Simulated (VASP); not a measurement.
Set up this calculation in VASP 6.6.1, as the native input.

| Quantity | Value |
| --- | --- |
| Task | single point |
| Functional | PBE |
| Potentials or basis | VASP PAW PBE potentials, release 64 (Mg_sv, O, Sr_sv, Bi_d) |
| Cutoff | 750 eV |
| k mesh | 5 × 5 × 4 |
| Occupations | fermi-dirac, width 0.1 eV |
| Spin | no spin polarisation |
| Dipole correction | no |
| Mended | yes |
| Further INCAR settings | ALGO = Normal; EDIFF = 1e-06; NBANDS = 58 |

The structure of SrMgBiO2 lies in POSCAR:

```
SrMgBiO2
1.0
    5.9046752445      0.0000000000      0.0000000000
    2.9523376223     -7.2364893634      0.0000000000
    0.0000000000      0.0000000000     -5.8480808046
Mg O Sr Bi
2 4 2 2
Direct
    0.7468342701      0.5063314599      0.7500000000
    0.2531657299      0.4936685401      0.2500000000
    0.2327467356      0.0000000000      0.0000000000
    0.7672532644      0.0000000000      0.5000000000
    0.7672532644      0.0000000000      0.0000000000
    0.2327467356      0.0000000000      0.5000000000
    0.4184857501      0.1630284999      0.7500000000
    0.5815142499      0.8369715001      0.2500000000
    0.0743352259      0.8513295482      0.7500000000
    0.9256647741      0.1486704518      0.2500000000
```

These files were run (other wordings do the same):

INCAR

```
  PREC = Accurate
  ENCUT = 750
  EDIFF = 1E-6
  ISMEAR = -1
  SIGMA = 0.1
  LREAL = False
  LASPH = True
  NELM = 120
  ALGO = Normal
  ISIF = 2
  LWAVE = False
  LCHARG = False
  GGA = PE
  NBANDS = 58
  GGA_COMPAT = False
```

KPOINTS

```
regular mesh
0
Gamma
  5 5 4
```

Potentials or basis: VASP PAW PBE potentials, release 64 (Mg_sv, O, Sr_sv, Bi_d).

The run is started by

```bash
$ cat potpaw_PBE.64/Mg_sv/POTCAR potpaw_PBE.64/O/POTCAR potpaw_PBE.64/Sr_sv/POTCAR potpaw_PBE.64/Bi_d/POTCAR > POTCAR
$ mpirun -np 1 vasp_std > vasp.out
```

Results of the run:

```json
{
 "Pressure": "0.0 GPa",
 "Largest force": "0.063 eV/Å",
 "Band gap on the k mesh": "zero (bands 47 and 48 overlap by 1.08 eV)"
}
```

Caveat: spin-orbit coupling is left out, which moves the levels of the heavy elements.

It took 9.1 min on 1 thread of Intel(R) Xeon(R) 6975P-C (Granite Rapids), with other jobs on the host, peak memory 0.88 GiB.
